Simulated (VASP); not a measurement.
# Y (P6_3/mmc) in VASP: a series of runs

Y is run at these levels: LDA; tasks: single point, relaxation of cell and atoms.

Program: VASP 6.6.1. These are calculated values, not measurements. Logs are shortened: lines on timing, memory, paths and dates and some standing lists are left out, and cuts for length are marked.

**1. The cell of the first run**

The structure is hexagonal, space group P6_3/mmc (No. 194). The conventional cell has a = 3.549 Å, b = 3.549 Å, c = 5.518 Å, α = 90.00°, β = 90.00°, γ = 120.00°. Y (site symmetry -6m2) has 12 Y at 3.44 to 3.55 Å within 4.5 Å.

**2. Single point, LDA**

INCAR reads:

```
SYSTEM = Y
  ALGO = Normal
  EDIFF = 1E-6
  ENCUT = 520
  ISIF = 2
  ISMEAR = 1
  LASPH = .TRUE.
  LCHARG = .FALSE.
  LREAL = .FALSE.
  LWAVE = .FALSE.
  NBANDS = 18
  NELM = 60
  PREC = Accurate
  SIGMA = 0.05
```

KPOINTS reads:

```
k-points
0
G
  7 7 4
  0 0 0
```

POSCAR reads:

```
Y
1.0
    3.5494405477      0.0000000000      0.0000000000
   -1.7747202738      3.0739056835      0.0000000000
    0.0000000000      0.0000000000      5.5176528543
Y
2
Direct
    0.3333333333      0.6666666667      0.2500000000
    0.6666666667      0.3333333333      0.7500000000
```

Potentials or basis: VASP PAW LDA potentials, release 64 (Y_sv).

Launch:

```
cat potpaw_LDA.64/Y_sv/POTCAR > POTCAR
mpirun -np 1 vasp_std > vasp.out
```

OUTCAR:

```text
SYSTEM = Y
   EDIFF = 1E-6
   ENCUT = 520
   ISIF = 2
   ISMEAR = 1
   LASPH = .TRUE.
   LREAL = .FALSE.
   NELM = 60
   PREC = Accurate

 ion  position               nearest neighbor table
   1  0.333  0.667  0.250-   2 3.44   2 3.44   2 3.44   2 3.44   2 3.44   2 3.44
   2  0.667  0.333  0.750-   1 3.44   1 3.44   1 3.44   1 3.44   1 3.44   1 3.44

  LATTYP: Found a hexagonal cell.
 ALAT       =     3.5494405477
 C/A-ratio  =     1.5545133888

  Lattice vectors:

 A1 = (   3.5494405477,   0.0000000000,   0.0000000000)
 A2 = (  -1.7747202738,   3.0739056835,   0.0000000000)
 A3 = (   0.0000000000,   0.0000000000,   5.5176528543)

Analysis of symmetry for initial positions (statically):
=====================================================================
 Subroutine PRICEL returns:
 Original cell was already a primitive cell.

 Routine SETGRP: Setting up the symmetry group for a
 hexagonal supercell.

 Subroutine GETGRP returns: Found 24 space group operations
 (whereof 12 operations were pure point group operations)
 out of a pool of 24 trial point group operations.

The static configuration has the point symmetry D_3d.
 The point group associated with its full space group is D_6h.

Analysis of symmetry for dynamics (positions and initial velocities):
=====================================================================
 Subroutine PRICEL returns:
 Original cell was already a primitive cell.

 Routine SETGRP: Setting up the symmetry group for a
 hexagonal supercell.

 Subroutine GETGRP returns: Found 24 space group operations
 (whereof 12 operations were pure point group operations)
 out of a pool of 24 trial point group operations.

The dynamic configuration has the point symmetry D_3d.
 The point group associated with its full space group is D_6h.

 Subroutine INISYM returns: Found 24 space group operations
 (whereof 12 operations are pure point group operations),
 and found     1 'primitive' translations

----------------------------------------------------------------------------------------

                                     Primitive cell

  volume of cell :      60.2012

  direct lattice vectors                    reciprocal lattice vectors
     3.549440548  0.000000000  0.000000000     0.281734540  0.162659513  0.000000000
    -1.774720274  3.073905684  0.000000000     0.000000000  0.325319025  0.000000000
     0.000000000  0.000000000  5.517652854     0.000000000  0.000000000  0.181236483

  length of vectors
     3.549440548  3.549440548  5.517652854     0.325319025  0.325319025  0.181236483

  position of ions in fractional coordinates (direct lattice)
     0.333333333  0.666666667  0.250000000
     0.666666667  0.333333333  0.750000000

  ion indices of the primitive-cell ions
   primitive index   ion index
                 1           1
                 2           2

----------------------------------------------------------------------------------------

 KPOINTS: k-points

Automatic generation of k-mesh.
 Grid dimensions read from file:
 generate k-points for:    7    7    4

 Generating k-lattice:

  Cartesian coordinates                     Fractional coordinates (reciprocal lattice)
     0.040247791  0.023237073  0.000000000     0.142857143 -0.000000000  0.000000000
     0.000000000  0.046474146  0.000000000     0.000000000  0.142857143  0.000000000
     0.000000000  0.000000000  0.045309121     0.000000000  0.000000000  0.250000000

  Length of vectors
     0.046474146  0.046474146  0.045309121

  Shift w.r.t. Gamma in fractional coordinates (k-lattice)
     0.000000000  0.000000000  0.000000000

 Subroutine IBZKPT returns following result:
 ===========================================

 Found     24 irreducible k-points:

 Following reciprocal coordinates:
            Coordinates               Weight
  0.000000  0.000000  0.000000      1.000000
  0.142857  0.000000  0.000000      6.000000
  0.285714 -0.000000  0.000000      6.000000
  0.428571  0.000000  0.000000      6.000000
  0.142857  0.142857  0.000000      6.000000
  0.285714  0.142857  0.000000     12.000000
[... 16 lines left out ...]
  0.428571  0.142857  0.500000      6.000000
  0.285714  0.285714  0.500000      6.000000
   k-points           NKPTS =     24   k-points in BZ     NKDIM =     24   number of bands    NBANDS=     18
   number of dos      NEDOS =    301   number of ions     NIONS =      2
   total plane-waves  NPLWV =  32928
   dimension x,y,z NGX =    28 NGY =   28 NGZ =   42
   dimension x,y,z NGXF=    56 NGYF=   56 NGZF=   84
   ions per type =               2
   NGX,Y,Z   is equivalent  to a cutoff of  13.11, 13.11, 12.65 a.u.
   NGXF,Y,Z  is equivalent  to a cutoff of  26.23, 26.23, 25.31 a.u.
 SYSTEM =  Y
   PREC   = accura    normal or accurate (medium, high low for compatibility)
   ISTART =      0    job   : 0-new  1-cont  2-samecut
   ICHARG =      2    charge: 1-file 2-atom 10-const
   ISPIN  =      1    spin polarized calculation?
   LNONCOLLINEAR =      F non collinear calculations
   LSORBIT =      F    spin-orbit coupling
   LASPH  =      T    aspherical Exc in radial PAW
   ENCUT  =  520.0 eV  38.22 Ry    6.18 a.u.   6.60  6.60 10.26*2*pi/ulx,y,z
   NELM   =     60;   NELMIN=  2; NELMDL= -5     # of ELM steps
   EDIFF  = 0.1E-05   stopping-criterion for ELM
   LREAL  =      F    real-space projection
   EDIFFG = 0.1E-04   stopping-criterion for IOM
   NSW    =      0    number of steps for IOM
   IBRION =     -1    ionic relax: 0-MD 1-quasi-New 2-CG
   NFREE  =      0    steps in history (QN), initial steepest desc. (CG)
   ISIF   =      2    stress and relaxation
   ISYM   =      2    0-nonsym 1-usesym 2-fastsym
   POTIM  = 0.5000    time-step for ionic-motion
   TEBEG  =    0.0;   TEEND  =   0.0 temperature during run
   PSTRESS=    0.0 pullay stress
   NELECT =      22.0000    total number of electrons
   NUPDOWN=      -1.0000    fix difference up-down
   EMIN   =  10.00;   EMAX   =-10.00  energy-range for DOS
   EFERMI =   0.00;   METHOD = LEGACY
   ISMEAR =     1;   SIGMA  =   0.05  broadening in eV -4-tet -1-fermi 0-gaus
   EFERMI_NEDOS =   21; number of points for ismear=-14 and -15
   IALGO  =     38    algorithm
   IMIX   =      4    mixing-type and parameters
     AMIX     =   0.40;   BMIX     =  1.00
     AMIX_MAG =   1.60;   BMIX_MAG =  1.00
  volume/ion in A,a.u.               =      30.10       203.13
  Fermi-wavevector in a.u.,A,eV,Ry     =   1.170435  2.211802 18.638880  1.369919
  Thomas-Fermi vector in A             =   2.306894
   LORBIT       =      0    0 simple, 1 ext, 2 COOP (PROOUT), +10 PAW based schemes
   GGA     = CA    functional components
   LHFCALC =     F    Hartree Fock is set to
   AEXX    =    0.0000 exact exchange contribution
   IVDW    =     0    specifies the selected vdW correction
   LEPSILON=     F    determine dielectric tensor
   LRPA    =     F    only Hartree local field effects (RPA)
 non-spin polarized calculation
 Methfessel and Paxton  Order N= 1 SIGMA  =   0.05
  energy-cutoff  :      520.00
  volume of cell :       60.20
 maximum number of plane-waves:      1641
 NGX is ok and might be reduce to    28
   NGX = 13   NGY = 13   NGZ = 21

 number of electron      22.0000000 magnetization

 Free energy of the ion-electron system (eV)
  ---------------------------------------------------
  ext. energy  EPLUGINS =         0.00000000
  ---------------------------------------------------
  free energy    TOTEN  =       -13.88933300 eV

  energy without entropy =      -13.88894357  energy(sigma->0) =      -13.88920319

 E-fermi :   3.3132     XC(G=0):  -9.9878

 val. band max:        3.2922599148   @ k =   0.2857   0.2857   0.5000
 cond. band min:       3.3211183500   @ k =   0.1429   0.1429   0.0000
 fundamental gap:      0.0288584353
 Fermi energy:         3.3132061829

 k-point     1 :       0.0000    0.0000    0.0000
  band No.  band energies     occupation
      1     -38.9975      2.00000
      2     -38.8841      2.00000
      3     -19.5209      2.00000
      4     -18.8870      2.00000
      5     -18.8870      2.00000
      6     -18.7625      2.00000
[... 10 lines left out ...]
     17       6.1196      0.00000
     18       6.1196      0.00000

 k-point     2 :       0.1429    0.0000    0.0000
  band No.  band energies     occupation
      1     -38.9830      2.00000
      2     -38.8795      2.00000
      3     -19.4729      2.00000
      4     -18.9813      2.00000
      5     -18.9190      2.00000
      6     -18.8607      2.00000
[... 10 lines left out ...]
     17       6.0163      0.00000
     18       6.1048      0.00000

 k-point     3 :       0.2857   -0.0000    0.0000
  band No.  band energies     occupation
      1     -38.9480      2.00000
      2     -38.8715      2.00000
      3     -19.3478      2.00000
      4     -19.1941      2.00000
      5     -19.0672      2.00000
      6     -18.9860      2.00000
[... 10 lines left out ...]
     17       6.9970      0.00000
     18       7.2293      0.00000

 k-point     4 :       0.4286    0.0000    0.0000
  band No.  band energies     occupation
      1     -38.9145      2.00000
      2     -38.8704      2.00000
      3     -19.3641      2.00000
      4     -19.2212      2.00000
      5     -19.2074      2.00000
      6     -19.0366      2.00000
[... 10 lines left out ...]
     17       8.5714      0.00000
     18       8.6162      0.00000

 k-point     5 :       0.1429    0.1429    0.0000
  band No.  band energies     occupation
      1     -38.9582      2.00000
      2     -38.8733      2.00000
      3     -19.3859      2.00000
      4     -19.0965      2.00000
      5     -19.0669      2.00000
      6     -18.9282      2.00000
[... 10 lines left out ...]
     17       6.4009      0.00000
     18       7.1036      0.00000

 k-point     6 :       0.2857    0.1429    0.0000
  band No.  band energies     occupation
      1     -38.9230      2.00000
      2     -38.8697      2.00000
      3     -19.2773      2.00000
      4     -19.2462      2.00000
      5     -19.1838      2.00000
      6     -19.0334      2.00000
[... 10 lines left out ...]
     17       7.8342      0.00000
     18       8.5908      0.00000

 k-point     7 :       0.4286    0.1429    0.0000
  band No.  band energies     occupation
      1     -38.9025      2.00000
      2     -38.8727      2.00000
      3     -19.3616      2.00000
      4     -19.2182      2.00000
      5     -19.1494      2.00000
      6     -19.0928      2.00000
[... 10 lines left out ...]
     17       8.6222      0.00000
     18       9.0238      0.00000

 k-point     8 :       0.2857    0.2857    0.0000
  band No.  band energies     occupation
      1     -38.8959      2.00000
      2     -38.8751      2.00000
      3     -19.3039      2.00000
      4     -19.2072      2.00000
      5     -19.1239      2.00000
      6     -19.1150      2.00000
[... 10 lines left out ...]
     17       8.4130      0.00000
     18       8.8257      0.00000
[... 229 lines left out ...]
     17       7.9184      0.00000
     18       8.0061      0.00000

 k-point    20 :       0.4286    0.0000    0.5000
  band No.  band energies     occupation
      1     -38.8924      2.00000
      2     -38.8924      2.00000
      3     -19.4307      2.00000
      4     -19.4307      2.00000
      5     -18.9347      2.00000
      6     -18.9347      2.00000
[... 10 lines left out ...]
     17       8.6744      0.00000
     18       8.6901      0.00000

 k-point    21 :       0.1429    0.1429    0.5000
  band No.  band energies     occupation
      1     -38.9159      2.00000
      2     -38.9159      2.00000
      3     -19.2432      2.00000
      4     -19.2432      2.00000
      5     -18.9272      2.00000
      6     -18.9272      2.00000
[... 10 lines left out ...]
     17       7.7140      0.00000
     18       7.7140      0.00000

 k-point    22 :       0.2857    0.1429    0.5000
  band No.  band energies     occupation
      1     -38.8963      2.00000
      2     -38.8963      2.00000
      3     -19.3656      2.00000
      4     -19.3656      2.00000
      5     -19.0033      2.00000
      6     -19.0033      2.00000
[... 10 lines left out ...]
     17       8.3149      0.00000
     18       8.3149      0.00000

 k-point    23 :       0.4286    0.1429    0.5000
  band No.  band energies     occupation
      1     -38.8876      2.00000
      2     -38.8876      2.00000
      3     -19.4228      2.00000
      4     -19.4228      2.00000
      5     -19.0375      2.00000
      6     -19.0375      2.00000
[... 10 lines left out ...]
     17       8.4750      0.00000
     18       8.4750      0.00000

 k-point    24 :       0.2857    0.2857    0.5000
  band No.  band energies     occupation
      1     -38.8854      2.00000
      2     -38.8854      2.00000
      3     -19.3726      2.00000
      4     -19.3726      2.00000
      5     -19.1296      2.00000
      6     -19.1296      2.00000
[... 10 lines left out ...]
     17       8.3085      0.00000
     18       8.3085      0.00000

------------------------ aborting loop because EDIFF is reached ----------------------------------------

  FORCE on cell =-STRESS in cart. coord.  units (eV):
  Direction    XX          YY          ZZ          XY          YZ          ZX
  --------------------------------------------------------------------------------------
  -------------------------------------------------------------------------------------
  Total       -0.1005318     -0.1005318     -0.0177957     -0.0000000      0.0000000      0.0000000
  in kB       -2.6755264     -2.6755264     -0.4736103     -0.0000000      0.0000000      0.0000000
  external PRESSURE =      -1.9415544 kB  Pullay stress =       0.0000000 kB

 VOLUME and BASIS-vectors are now :
 -----------------------------------------------------------------------------
  energy-cutoff  :      520.00
  volume of cell :       60.20
      direct lattice vectors                 reciprocal lattice vectors
     3.549440548  0.000000000  0.000000000     0.281734540  0.162659513  0.000000000
    -1.774720274  3.073905684  0.000000000     0.000000000  0.325319025  0.000000000
     0.000000000  0.000000000  5.517652854     0.000000000  0.000000000  0.181236483

 POSITION                                       TOTAL-FORCE (eV/Angst)
 -----------------------------------------------------------------------------------
     -0.00000      2.04927      1.37941         0.000000      0.000000      0.000000
      1.77472      1.02464      4.13824        -0.000000     -0.000000      0.000000
 -----------------------------------------------------------------------------------
    total drift:                                0.000000     -0.000000      0.000000

  FREE ENERGIE OF THE ION-ELECTRON SYSTEM (eV)
  ---------------------------------------------------
  free  energy   TOTEN  =       -13.8893329982 eV

  energy  without entropy=      -13.8889435717  energy(sigma->0) =      -13.88920319
```

It took 44 s on 1 thread of AMD EPYC 7R13, shared host; peak memory 0.14 GiB.

What came out:

```yaml
Free_energy: -13.8893 eV
Pressure: -0.2 GPa
Band_gap_on_the_k_mesh: zero (band 11 reaches 4.59 eV, above the bottom of band 12 at 2.80 eV)
```

Levels at points of the mesh, in eV from the Fermi level:
| k point | band 6 | band 7 | band 8 | band 9 | band 10 | band 11 | band 12 | band 13 | band 14 | band 15 |
| --- | --- | --- | --- | --- | --- | --- | --- | --- | --- | --- |
| (0.00, 0.00, 0.00) | -22.08 | -22.08 | -22.01 | -4.85 | -2.06 | 1.28 | 1.69 | 1.69 | 2.12 | 2.38 |
| (0.00, 0.00, 0.50) | -22.14 | -22.14 | -22.14 | -3.29 | -3.29 | 0.96 | 0.96 | 1.59 | 1.59 | 1.59 |

**3. Relaxation of cell and atoms, LDA**

This run uses another cell than the first one, of 33.01 Å³/atom, 1.097 times its volume.

INCAR reads:

```
SYSTEM = Y
PREC = Accurate
ENCUT = 600
EDIFF = 1E-6
ISMEAR = 1
SIGMA = 0.05
LREAL = .False.
LASPH = .True.
NELM = 60
ALGO = Normal
ISIF = 3
LWAVE = .False.
LCHARG = .False.
IBRION = 2
NSW = 60
EDIFFG = -0.03
```

KPOINTS reads:

```
regular mesh
0
Gamma
  7 7 4
  0 0 0
```

POSCAR reads:

```
Y
1.0
    3.6474000000      0.0000000000      0.0000000000
   -1.8237000000      3.1587410000      0.0000000000
    0.0000000000      0.0000000000      5.7306000000
Y
2
Direct
    0.3333333333      0.6666666667      0.2500000000
    0.6666666667      0.3333333333      0.7500000000
```

Potentials or basis: VASP PAW LDA potentials, release 64 (Y_sv).

Launch:

```
cat potpaw_LDA.64/Y_sv/POTCAR > POTCAR
mpirun -np 1 vasp_std > vasp.out
```

Wall time 1.8 min (1 thread of AMD EPYC 7R13, shared host); peak memory 0.17 GiB.

It converged, with:

```yaml
Free_energy: -13.8899 eV
Relaxed_volume: 29.99 Å³/atom
Relaxed_cell: a = 3.541 Å, b = 3.541 Å, c = 5.521 Å, α = 90.00°, β = 90.00°, γ = 120.00°
Space_group_after_relaxing_to_0.05_Å: P6_3/mmc (No. 194)
Energy_gained_by_relaxing: 37.9 meV/atom
Ionic_steps: 3
Pressure_after_relaxing: 0.0 GPa
Band_gap_on_the_k_mesh: zero (band 11 reaches 4.61 eV, above the bottom of band 12 at 2.83 eV)
```

Stress tensor (GPa, compression positive):
```
-0.07  0.00  0.00
 0.00 -0.07  0.00
 0.00  0.00  0.07
```

The path:
```
step  energy change (eV)  largest force (eV/Å)  pressure (GPa)  volume (Å³)
   1              0.0000                0.0000           -3.72        66.02
   2             -0.0733                0.0000            0.80        58.96
   3             -0.0757                0.0000           -0.02        59.97
```

Final structure:
```
Y
1.0
     3.54149    0.00000    0.00000
    -1.77075    3.06702    0.00000
     0.00000    0.00000    5.52125
Y
2
Direct
  0.33333 0.66667 0.25000
  0.66667 0.33333 0.75000
```

Levels at points of the mesh, in eV from the Fermi level:
| k point | band 6 | band 7 | band 8 | band 9 | band 10 | band 11 | band 12 | band 13 | band 14 | band 15 |
| --- | --- | --- | --- | --- | --- | --- | --- | --- | --- | --- |
| (0.00, 0.00, 0.00) | -22.06 | -22.06 | -22.00 | -4.85 | -2.07 | 1.28 | 1.70 | 1.70 | 2.11 | 2.39 |
| (0.00, 0.00, 0.50) | -22.12 | -22.12 | -22.12 | -3.29 | -3.29 | 0.95 | 0.95 | 1.61 | 1.61 | 1.61 |

LDA usually gives volumes a few per cent too small. Zero-point motion and thermal expansion aren't in these numbers.
